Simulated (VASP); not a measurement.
A run of VASP 6.6.1 is set up as follows.

Contents of INCAR:

```
PREC = Accurate ; ENCUT = 500
EDIFF = 1E-6 ; ISMEAR = 0
SIGMA = 0.02 ; LREAL = False
LASPH = True ; NELM = 120
ALGO = Normal ; ISIF = 2
LWAVE = False ; LCHARG = False
GGA = PS ; NBANDS = 18
GGA_COMPAT = False
```

Contents of KPOINTS:

```
Automatic mesh
0
Gamma
  12 12 8
```

Contents of POSCAR:

```
PtS2
1.0
    3.5713268724      0.0000000001      0.0000000000
   -1.7856634363      3.0928597967      0.0000000000
    0.0000000000      0.0000000000      4.7682758087
Pt S
1 2
Direct
    0.0000000000      0.0000000000      0.0000000000
    0.3333333333      0.6666666667      0.2509462045
    0.6666666667      0.3333333333      0.7490537955
```

Potentials or basis: VASP PAW PBE potentials, release 64 (Pt, S).

Command:

```sh
$ cat potpaw_PBE.64/Pt/POTCAR potpaw_PBE.64/S/POTCAR > POTCAR
$ mpirun -np 1 vasp_std > vasp.out
```

Estimate the largest force.

0.023 eV/Å.

Estimate the band gap on the k mesh.

0.25 eV (least direct gap 0.67 eV).

Predict the pressure.

-0.2 GPa.

Stress tensor (GPa, compression positive):
```
-0.29  0.00  0.00
 0.00 -0.29  0.00
 0.00  0.00 -0.10
```

Caveat: the PAW data sets were made with another functional, which shifts forces and pressure a little; spin-orbit coupling is left out, which moves the levels of the heavy elements. A k mesh can miss the band edges.
